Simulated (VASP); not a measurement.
W: single point with r2SCAN

Crystal: W.

```
W
1.0
     4.06000   -4.06000    0.00000
     4.06000    0.00000    4.06000
     0.00000   -4.06000    4.06000
W
8
Direct
  0.50000 0.00000 0.00000
  0.50000 0.00000 0.50000
  0.50000 0.50000 0.00000
  0.50000 0.50000 0.50000
  0.00000 0.00000 0.00000
  0.00000 0.00000 0.50000
  0.00000 0.50000 0.00000
  0.00000 0.50000 0.50000
```

This isn't the form of W at room conditions, which is bcc.

* Program: VASP 6.6.1
* Task: single point
* Functional: r2SCAN
* Potentials or basis: VASP PAW PBE potentials, release 64 (W_sv)
* Cutoff: 550 eV
* k mesh: 10 × 10 × 10
* Occupations: gaussian, width 0.15 eV
* Spin: no spin polarisation
* Dipole correction: no
* Further INCAR settings: ALGO = Normal; EDIFF = 1e-06; NBANDS = 66

The pressure is -7.9 GPa and the band gap on the k mesh is zero (bands 56 and 57 overlap by 0.77 eV).

Levels at points of the mesh, in eV from the Fermi level:
| k point | band 53 | band 54 | band 55 | band 56 | band 57 | band 58 | band 59 | band 60 |
| --- | --- | --- | --- | --- | --- | --- | --- | --- |
| (0.00, 0.00, 0.00) | -0.57 | -0.57 | 0.39 | 0.39 | 0.39 | 0.39 | 2.73 | 2.73 |
| (0.50, 0.00, 0.00) | -1.04 | -1.04 | -0.08 | -0.08 | -0.08 | -0.08 | 1.52 | 1.52 |
| (0.50, 0.50, 0.00) | -1.85 | -1.85 | -0.03 | -0.03 | 1.01 | 1.01 | 1.01 | 1.01 |

It took 15 min on 1 thread of Intel(R) Xeon(R) 6975P-C (Granite Rapids) (shared host), peak memory 0.54 GiB.

Caveat: the cell stands under tension; the PAW data sets were made with another functional, which shifts forces and pressure a little; spin-orbit coupling is left out, which moves the levels of the heavy elements.
